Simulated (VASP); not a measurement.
Runs of VASP 6.6.1 on InP. The structure is cubic, space group F-43m (No. 216). The conventional cell has a = 5.908 Å, b = 5.908 Å, c = 5.908 Å, α = 90.00°, β = 90.00°, γ = 90.00°. Within 3.4 Å of In (site symmetry -43m) lie 4 P at 2.56 Å. Within 3.4 Å of P (site symmetry -43m) lie 4 In at 2.56 Å. 

```tsv
level	potentials or basis	k mesh	gap on the mesh (eV)	pressure (GPa)
LDA	VASP PAW LDA potentials, release 64 (In_d, P)	6 × 6 × 6	0.38	-2.7
r2SCAN	VASP PAW PBE potentials, release 64 (In_d, P)	6 × 6 × 6	1.03	(b)
r2SCAN	VASP PAW PBE potentials, release 64 (In_d, P)	4 × 4 × 4	(c)	(a)
PBE	VASP PAW PBE potentials, release 64 (In_d, P)	6 × 6 × 6	0.58	1.6
```

Alike in all rows: task single point; no spin polarisation; cell as given; cutoff (eV) 520; smearing gaussian 0.01 eV.

Q: Fill in the values left out.

A: (a) 0.0; (b) -0.1; (c) 1.02.

Caveats: some runs use coarse meshes; spin-orbit coupling is left out, which moves the levels of the heavy elements; the PAW data sets were made with another functional, which shifts forces and pressure a little (some runs).

A k mesh can miss the band edges, and the runs leave out spin-orbit coupling on In.
